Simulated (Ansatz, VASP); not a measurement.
## CuO in VASP and in Ansatz

```xyz
4
Lattice="2.3102 -1.6882 0.0000 2.3102 1.6882 0.0000 -0.8385 0.0000 4.9895" Properties=species:S:1:pos:R:3 pbc="T T T"
Cu    0.7358   -0.8441    2.4948
Cu    1.1551    0.8441    0.0000
O     1.6813    0.2755    3.7421
O     2.1006   -0.2755    1.2474
```

Alike in both runs: task single point; functional revPBE; dispersion D3(BJ); k mesh 10 × 10 × 5; occupations fermi-dirac, width 0.05 eV; no spin polarisation.

|  | VASP | Ansatz |
| --- | --- | --- |
| version | VASP 6.6.1 | Ansatz 0.2.0 |
| potentials or method | VASP PAW PBE potentials, release 64 (Cu, O) | Ansatz PAW |
| plane-wave cutoff (eV) | 520 | 420 |
| valence electrons in the cell | 34 | 50 |

```tsv
	VASP	Ansatz	Ansatz less VASP
gap on the k mesh at the Fermi level (eV)	none	none	-
pressure (GPa)	9.5	8.7	-0.78
traceless stress, the component that is largest in VASP (GPa)	-2.76	-2.65	+0.101
rms of the force components (eV/Å)	0.012	0.031	+0.0194
```

VASP's potentials were made for PBE, not for revPBE. Atom by atom the forces differ by 0.019 eV/Å (rms over components). A gap of «none» marks a metal or a gap that the smearing closes. VASP's potentials hold 34 valence electrons a cell and Ansatz's 50, so a difference there can come from the potentials and not from the codes.
